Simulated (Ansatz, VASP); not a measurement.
One calculation of Ge, two programs

```
Ge
1.0
     0.00000    2.88067    2.88067
     2.88067    0.00000    2.88067
     2.88067    2.88067    0.00000
Ge
2
Direct
  0.00000 0.00000 0.00000
  0.25000 0.25000 0.25000
```

Alike in both runs: functional PBE; k mesh 10 × 10 × 10; occupations fermi-dirac, width 0.05 eV; no spin polarisation.

Ansatz relaxed the structure, and its values are those at the end. VASP's run is a single point on that final structure, the one shown.

|  | VASP | Ansatz |
| --- | --- | --- |
| version | VASP 6.6.1 | Ansatz 0.2.0 |
| potentials or method | VASP PAW PBE potentials, release 64 (Ge_d), cutoff 520 eV | all-electron LAPW, scalar-relativistic |

|  | VASP | Ansatz | Ansatz less VASP |
| --- | --- | --- | --- |
| pressure (GPa) | 0.0 | 0.0 | +0.04 |

Ansatz ran all-electron here, and VASP with PAW potentials.
